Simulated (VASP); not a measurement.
Here is a VASP 6.6.1 calculation.

The input INCAR:

```
SYSTEM = W
PREC = Accurate ; ENCUT = 500
EDIFF = 1E-7 ; ISMEAR = -1
SIGMA = 0.1 ; LREAL = .FALSE.
LASPH = .TRUE. ; NELM = 120
ALGO = Normal ; ISIF = 3
LWAVE = .FALSE. ; LCHARG = .FALSE.
GGA = RP ; IVDW = 12
IBRION = 2 ; NSW = 80
EDIFFG = -0.02 ; PSTRESS = 200.0
GGA_COMPAT = .FALSE. ; NELMIN = 4
```

KPOINTS

```
regular mesh
0
G
  9 9 9
  0 0 0
```

File POSCAR:

```
W
1.0
    2.5900000000      0.0000000000      0.0000000000
    0.0000000000      2.5900000000      0.0000000000
    0.0000000000      0.0000000000      2.5900000000
W
1
Direct
    0.0000000000      0.0000000000      0.0000000000
```

Potentials or basis: VASP PAW PBE potentials, release 64 (W_sv).

The run is started by

```sh
$ cat potpaw_PBE.64/W_sv/POTCAR > POTCAR
$ mpirun -np 1 vasp_std > vasp.out
```

Task: What does it give for the relaxed volume?

Result: 14.74 Å³/atom.

Task: What does it give for the band gap on the k mesh?

Result: Zero (band 7 reaches 14.67 eV, above the bottom of band 8 at 12.06 eV).

Task: What does it give for the relaxed cell?

Result: a = 2.452 Å, b = 2.452 Å, c = 2.452 Å, α = 90.00°, β = 90.00°, γ = 90.00°.

Final structure:
```cif
data_structure
_symmetry_space_group_name_H-M 'P 1'
_symmetry_Int_Tables_number 1
_cell_length_a 2.4517
_cell_length_b 2.4517
_cell_length_c 2.4517
_cell_angle_alpha 90.000
_cell_angle_beta 90.000
_cell_angle_gamma 90.000
_cell_volume 14.74
loop_
_atom_site_label
_atom_site_type_symbol
_atom_site_fract_x
_atom_site_fract_y
_atom_site_fract_z
_atom_site_occupancy
W1 W 0.00000 0.00000 0.00000 1
```

Caveat: the cell is relaxed towards a set pressure, so the enthalpy falls and the energy may rise; the volume moved by over 15 % at a fixed basis, so the end points are rough; the PAW data sets were made with another functional, which shifts forces and pressure a little; spin-orbit coupling is left out, which moves the levels of the heavy elements; pairwise dispersion overbinds metals, which lowers pressure and volume.
